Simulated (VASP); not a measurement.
**MnS: single point with PBE**

The system is MnS.

```xyz
2
Lattice="0.0000 2.8228 2.8228 2.8228 0.0000 2.8228 2.8228 2.8228 0.0000" Properties=species:S:1:pos:R:3 pbc="T T T"
Mn    0.0000    0.0000    0.0000
S     1.4114    1.4114    1.4114
```

```
Program                : VASP 6.6.1
Task                   : single point
Functional             : PBE
Potentials or basis    : VASP PAW PBE potentials, release 64 (Mn_pv, S)
Cutoff                 : 500 eV
k mesh                 : 6 × 6 × 6
Occupations            : gaussian, width 0.05 eV
Spin                   : collinear spin, ferromagnetic start
Starting moments       : [4.68, 0.0] μB
Dipole correction      : no
Further INCAR settings : ALGO = Normal; EDIFF = 1e-06; NBANDS = 20
```

```json
{"Pressure": "0.0 GPa", "Band gap on the k mesh": "zero (filled and empty bands overlap)", "Net moment": "4.97 μB per cell", "Site moments": "Mn +4.37; S +0.09 μB", "Valence electrons inside the program's atomic spheres": "Mn 11.35; S 3.76"}
```

Levels at points of the mesh, in eV from the Fermi level:
Spin up:
```
           k point  band 8  band 9  band 10  band 11  band 12  band 13  band 14  band 15  band 16  band 17
(0.00, 0.00, 0.00)   -3.26   -3.26     0.11     0.11     0.11     0.81     5.75     5.75     5.75    10.53
(0.50, 0.00, 0.00)   -3.16   -3.16    -2.97    -0.88    -0.88     2.81     6.17     6.17     6.68    10.77
(0.50, 0.50, 0.00)   -3.25   -3.06    -2.78    -2.22    -2.22     2.66     4.21     8.86    10.46    10.46
```
Spin down:
| k point | band 4 | band 5 | band 6 | band 7 | band 8 | band 9 | band 10 | band 11 |
| --- | --- | --- | --- | --- | --- | --- | --- | --- |
| (0.00, 0.00, 0.00) | -13.52 | -3.27 | -3.27 | -3.27 | 0.81 | 0.81 | 1.86 | 2.92 |
| (0.50, 0.00, 0.00) | -12.91 | -5.08 | -3.20 | -3.20 | 0.87 | 0.93 | 0.93 | 1.99 |
| (0.50, 0.50, 0.00) | -12.72 | -5.00 | -3.31 | -3.31 | 0.03 | 0.83 | 1.22 | 1.28 |

Run time: 58 s on 1 thread of Oxide Virtual Turin-like Processor (shared host), peak memory 0.15 GiB.

Caveat: a cell with one magnetic atom can't hold antiferromagnetic order, which such compounds often take; semilocal functionals often make such compounds metallic where correlation or magnetic order opens a gap, which also shifts bond lengths. With open d or f shells a metallic result of PBE can be an artefact of self-interaction; +U or a hybrid may open a gap.
